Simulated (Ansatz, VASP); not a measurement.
## One calculation of PbF2, two programs

```
Pb F
1.0
     0.00000    2.96044    2.96044
     2.96044    0.00000    2.96044
     2.96044    2.96044    0.00000
Pb F
1 2
Direct
  0.00000 0.00000 0.00000
  0.25000 0.25000 0.25000
  0.75000 0.75000 0.75000
```

Alike in both runs: task single point; functional PBE; k mesh 6 × 6 × 6; occupations gaussian, width 0.05 eV; no spin polarisation.

|  | VASP | Ansatz |
| --- | --- | --- |
| version | VASP 6.6.1 | Ansatz 0.2.0 |
| potentials or method | VASP PAW PBE potentials, release 64 (Pb_d, F) | plane waves |
| plane-wave cutoff (eV) | 600 | 420 |
| valence electrons in the cell | 28 | 28 |

```csv
,VASP,Ansatz,Ansatz less VASP
gap on the k mesh at the Fermi level (eV),4.44,4.44,+0.003
pressure (GPa),2.7,2.9,+0.25
```

Spin-orbit coupling is off throughout.
